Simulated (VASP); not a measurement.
# SiC in VASP: settings compared

SiC is run at these levels: PBE, r2SCAN, HSE06; tasks: single point.

Program: VASP 6.6.1. These are calculated values, not measurements. Logs are shortened: lines on timing, memory, paths and dates and some standing lists are left out, and cuts for length are marked.

**1. The cell of the first run**

The structure is monoclinic, space group P2_1 (No. 4). Conventional cell: a = 3.023 Å, b = 5.048 Å, c = 3.076 Å, α = 90.00°, β = 118.29°, γ = 90.00°. Within 2.5 Å of Si (site symmetry 1) lie 4 C at 1.87 to 1.90 Å. C (site symmetry 1) has 4 Si at 1.87 to 1.90 Å within 2.5 Å.

**2. Single point, PBE (shear xy strain +4.0%)**

The input, INCAR:

```
SYSTEM = SiC
ALGO = Normal ; EDIFF = 1E-6
ENCUT = 520 ; GGA = PE
ISIF = 2 ; ISMEAR = -1
LASPH = .True. ; LCHARG = .False.
LREAL = .False. ; LWAVE = .False.
NBANDS = 16 ; NELM = 60
PREC = Accurate ; SIGMA = 0.02
```

The input, KPOINTS:

```
k-points
0
Gamma
  12 12 6
  0 0 0
```

The input, POSCAR:

```
SiC
1.0
    3.0753564236      0.0607382894      0.0000000000
   -1.4850773102      2.6329676438      0.0000000000
    0.0000000000      0.0000000000      5.0481087552
Si C
2 2
Direct
    0.3327138883      0.6665824148      0.4996034043
    0.6672861117      0.3334175852      0.9996034043
    0.3280768777      0.6671258015      0.8753965957
    0.6719231223      0.3328741985      0.3753965957
```

Potentials or basis: VASP PAW PBE potentials, release 64 (Si, C).

Launch:

```console
$ cat potpaw_PBE.64/Si/POTCAR potpaw_PBE.64/C/POTCAR > POTCAR
$ mpirun -np 1 vasp_std > vasp.out
```

OUTCAR:

```text
SYSTEM = SiC
   EDIFF = 1E-6
   ENCUT = 520
   GGA = PE
   ISIF = 2
   ISMEAR = -1
   LASPH = .True.
   LREAL = .False.
   NELM = 60
   PREC = Accurate

 ion  position               nearest neighbor table
   1  0.333  0.667  0.500-   4 1.87   4 1.88   4 1.90   3 1.90   2 3.07   2 3.07   2 3.09   2 3.09
                             2 3.10   2 3.10
   2  0.667  0.333  1.000-   3 1.87   3 1.88   3 1.90   4 1.90   1 3.07   1 3.07   1 3.09   1 3.09
                             1 3.10   1 3.10
   3  0.328  0.667  0.875-   2 1.87   2 1.88   2 1.90   1 1.90
   4  0.672  0.333  0.375-   1 1.87   1 1.88   1 1.90   2 1.90

  Warning from LATTYP: Monoclinic adjustment (A1->A3, A2->A1, A3->A2)!
  LATTYP: Found a simple monoclinic cell.
 ALAT       =     3.0229080751
 B/A-ratio  =     1.6699511298
 C/A-ratio  =     1.0175486913
 COS(beta)  =    -0.4739796086

  Lattice vectors:

 A1 = (  -1.4850773102,   2.6329676438,   0.0000000000)
 A2 = (   0.0000000000,   0.0000000000,   5.0481087552)
 A3 = (   3.0753564236,   0.0607382894,   0.0000000000)

Analysis of symmetry for initial positions (statically):
=====================================================================
 Subroutine PRICEL returns:
 Original cell was already a primitive cell.

 Routine SETGRP: Setting up the symmetry group for a
 simple monoclinic supercell.

 Subroutine GETGRP returns: Found  2 space group operations
 (whereof  1 operations were pure point group operations)
 out of a pool of  4 trial point group operations.

The static configuration has the point symmetry C_1 .
 The point group associated with its full space group is C_2 .

Analysis of symmetry for dynamics (positions and initial velocities):
=====================================================================
 Subroutine PRICEL returns:
 Original cell was already a primitive cell.

 Routine SETGRP: Setting up the symmetry group for a
 simple monoclinic supercell.

 Subroutine GETGRP returns: Found  2 space group operations
 (whereof  1 operations were pure point group operations)
 out of a pool of  4 trial point group operations.

The dynamic configuration has the point symmetry C_1 .
 The point group associated with its full space group is C_2 .

 Subroutine INISYM returns: Found  2 space group operations
 (whereof  1 operations are pure point group operations),
 and found     1 'primitive' translations

----------------------------------------------------------------------------------------

                                     Primitive cell

  volume of cell :      41.3315

[... 96 lines left out ...]
   IBRION =     -1    ionic relax: 0-MD 1-quasi-New 2-CG
   NFREE  =      0    steps in history (QN), initial steepest desc. (CG)
   ISIF   =      2    stress and relaxation
   ISYM   =      2    0-nonsym 1-usesym 2-fastsym
   POTIM  = 0.5000    time-step for ionic-motion
   TEBEG  =    0.0;   TEEND  =   0.0 temperature during run
   PSTRESS=    0.0 pullay stress
   NELECT =      16.0000    total number of electrons
   NUPDOWN=      -1.0000    fix difference up-down
   EMIN   =  10.00;   EMAX   =-10.00  energy-range for DOS
   EFERMI =   0.00;   METHOD = LEGACY
   ISMEAR =    -1;   SIGMA  =   0.02  broadening in eV -4-tet -1-fermi 0-gaus
   EFERMI_NEDOS =   21; number of points for ismear=-14 and -15
   IALGO  =     38    algorithm
   IMIX   =      4    mixing-type and parameters
     AMIX     =   0.40;   BMIX     =  1.00
     AMIX_MAG =   1.60;   BMIX_MAG =  1.00
  volume/ion in A,a.u.               =      10.33        69.73
  Fermi-wavevector in a.u.,A,eV,Ry     =   1.193130  2.254689 19.368710  1.423560
  Thomas-Fermi vector in A             =   2.329152
   LORBIT       =      0    0 simple, 1 ext, 2 COOP (PROOUT), +10 PAW based schemes
   GGA     = PE    functional components
   LHFCALC =     F    Hartree Fock is set to
   AEXX    =    0.0000 exact exchange contribution
   IVDW    =     0    specifies the selected vdW correction
   LEPSILON=     F    determine dielectric tensor
   LRPA    =     F    only Hartree local field effects (RPA)
 non-spin polarized calculation
  energy-cutoff  :      520.00
  volume of cell :       41.33
 maximum number of plane-waves:      1134
   NGX = 11   NGY = 11   NGZ = 19

 number of electron      16.0000000 magnetization

 Free energy of the ion-electron system (eV)
  ---------------------------------------------------
  ext. energy  EPLUGINS =         0.00000000
  ---------------------------------------------------
  free energy    TOTEN  =       -30.06256614 eV

  energy without entropy =      -30.06256614  energy(sigma->0) =      -30.06256614

 E-fermi :   8.8891     XC(G=0): -11.3551

 val. band max:        8.4449935958   @ k =   0.0000   0.0000   0.0000
 cond. band min:      10.5442752076   @ k =   0.3333   0.3333   0.0000
 fundamental gap:      2.0992816118
 Fermi energy:         8.8891005842

 k-point     1 :       0.0000    0.0000    0.0000
  band No.  band energies     occupation
      1      -7.3064      2.00000
      2      -3.7395      2.00000
      3      -0.4346      2.00000
      4       6.7366      2.00000
      5       7.1783      2.00000
      6       8.1092      2.00000
[... 433 lines left out ...]
      3       0.6754      2.00000
      4       2.4135      2.00000
      5       2.8298      2.00000
      6       3.7597      2.00000
[... 8 lines left out ...]
     15      19.2316      0.00000
     16      20.1072      0.00000

 [... further k-points ...]

------------------------ aborting loop because EDIFF is reached ----------------------------------------

  FORCE on cell =-STRESS in cart. coord.  units (eV):
  Direction    XX          YY          ZZ          XY          YZ          ZX
  --------------------------------------------------------------------------------------
  -------------------------------------------------------------------------------------
  Total        0.8849092      1.0262565      0.8373633     -2.0561513      0.0000000      0.0000000
  in kB       34.3027128     39.7819144     32.4596392    -79.7048682      0.0000000      0.0000000
  external PRESSURE =      35.5147555 kB  Pullay stress =       0.0000000 kB

 VOLUME and BASIS-vectors are now :
 -----------------------------------------------------------------------------
  energy-cutoff  :      520.00
  volume of cell :       41.33
      direct lattice vectors                 reciprocal lattice vectors
     3.075356424  0.060738289  0.000000000     0.321583245  0.181383156  0.000000000
    -1.485077310  2.632967644  0.000000000    -0.007418403  0.375615363  0.000000000
     0.000000000  0.000000000  5.048108755     0.000000000  0.000000000  0.198093989

 POSITION                                       TOTAL-FORCE (eV/Angst)
 -----------------------------------------------------------------------------------
      0.03329      1.77530      2.52205        -0.019509      0.002701      0.006746
      1.55699      0.91841      5.04611         0.019509     -0.002701      0.006746
      0.01822      1.77645      4.41910        -0.025804      0.000407     -0.006746
      1.57206      0.91726      1.89504         0.025804     -0.000407     -0.006746
 -----------------------------------------------------------------------------------
    total drift:                               -0.000000     -0.000000      0.000186

  FREE ENERGIE OF THE ION-ELECTRON SYSTEM (eV)
  ---------------------------------------------------
  free  energy   TOTEN  =       -30.0625661417 eV

  energy  without entropy=      -30.0625661417  energy(sigma->0) =      -30.06256614
```

stdout:

```text
POSCAR found type information on POSCAR SiC
 POSCAR found :  2 types and       4 ions
 scaLAPACK will be used
 LDA part: xc-table for (Slater+PW92), standard interpolation
 POSCAR, INCAR and KPOINTS ok, starting setup
 FFT: planning ... GRIDC
 FFT: planning ... GRID_SOFT
 FFT: planning ... GRID
 WAVECAR not read
 entering main loop
```

It took 2.6 min on 1 thread of Intel Xeon 8259CL, shared host; peak memory 0.28 GiB.

What came out:

- Free energy: -30.0626 eV
- Pressure: 3.6 GPa
- Largest force: 0.027 eV/Å
- Band gap on the k mesh: 2.10 eV (least direct gap 3.82 eV)

Forces on the atoms (eV/Å):
```
Si  -0.020  0.003  0.007
Si   0.020 -0.003  0.007
C   -0.026  0.000 -0.007
C    0.026  0.000 -0.007
```

Stress tensor (GPa, compression positive):
```
 3.43 -7.97  0.00
-7.97  3.98  0.00
 0.00  0.00  3.25
```

Caveat: the cell differs from its parent crystal (shear xy strain +4.0%); the cell stands under pressure. A k mesh can miss the band edges.

**3. Single point, r2SCAN (shear xy strain +4.0%)**

POSCAR is that of step 2.

The input, INCAR.step1:

```
ALGO = Normal
EDIFF = 1E-4
ENCUT = 520
GGA = PE
ISMEAR = 0
LASPH = T
LCHARG = F
LREAL = F
LWAVE = T
NBANDS = 16
NELM = 100
PREC = Accurate
SIGMA = 0.01
```

The input, INCAR.step2:

```
ALGO = Normal
EDIFF = 1E-7
ENCUT = 520
ISIF = 2
ISMEAR = 0
ISTART = 1
LASPH = T
LCHARG = F
LMIXTAU = T
LREAL = F
LWAVE = F
METAGGA = R2SCAN
NBANDS = 16
NELM = 100
PREC = Accurate
SIGMA = 0.01
```

The input, KPOINTS:

```
k-points
0
Gamma
  12 12 6
```

Potentials or basis: VASP PAW PBE potentials, release 64 (Si, C).

Launch:

```console
$ cat potpaw_PBE.64/Si/POTCAR potpaw_PBE.64/C/POTCAR > POTCAR
$ cp INCAR.step1 INCAR
$ mpirun -np 1 vasp_std > vasp.out
$ cp INCAR.step2 INCAR
$ mpirun -np 1 vasp_std > vasp.out
```

Wall time 11 min (1 thread of Intel Xeon 8259CL, shared host); peak memory 0.29 GiB.

It converged, with:

* Free energy: -38.5947 eV
* Pressure: -0.1 GPa
* Largest force: 0.007 eV/Å
* Band gap on the k mesh: 2.48 eV (least direct gap 4.32 eV)

Forces on the atoms (eV/Å):
```
Si   0.004  0.003  0.005
Si  -0.004 -0.003  0.005
C    0.000  0.000 -0.005
C    0.000  0.000 -0.005
```

Stress tensor (GPa, compression positive):
```
-0.28 -8.46  0.00
-8.46  0.31  0.00
 0.00  0.00 -0.26
```

Levels at points of the mesh, in eV from the valence-band top:
```csv
k point,band 6,band 7,band 8,band 9,band 10,band 11
"(0.00, 0.00, 0.00)",-0.35,-0.30,0.00,5.05,6.55,6.80
"(0.50, 0.00, 0.00)",-3.64,-3.29,-1.13,3.52,4.66,7.74
"(0.00, 0.50, 0.00)",-3.70,-3.49,-1.43,3.05,4.49,7.29
"(0.50, 0.50, 0.00)",-4.00,-3.45,-1.72,2.60,4.28,6.85
"(0.00, 0.00, 0.50)",-1.13,-0.72,-0.72,6.15,6.15,7.54
"(0.50, 0.00, 0.50)",-2.67,-2.40,-2.40,3.69,3.69,5.80
"(0.00, 0.50, 0.50)",-2.76,-2.59,-2.59,3.54,3.54,5.62
"(0.50, 0.50, 0.50)",-3.06,-2.58,-2.58,3.33,3.33,5.52
```

Caveat: the cell differs from its parent crystal (shear xy strain +4.0%); the PAW data sets were made with another functional, which shifts forces and pressure a little. A k mesh can miss the band edges.

(Continued in part 2 of 2.)
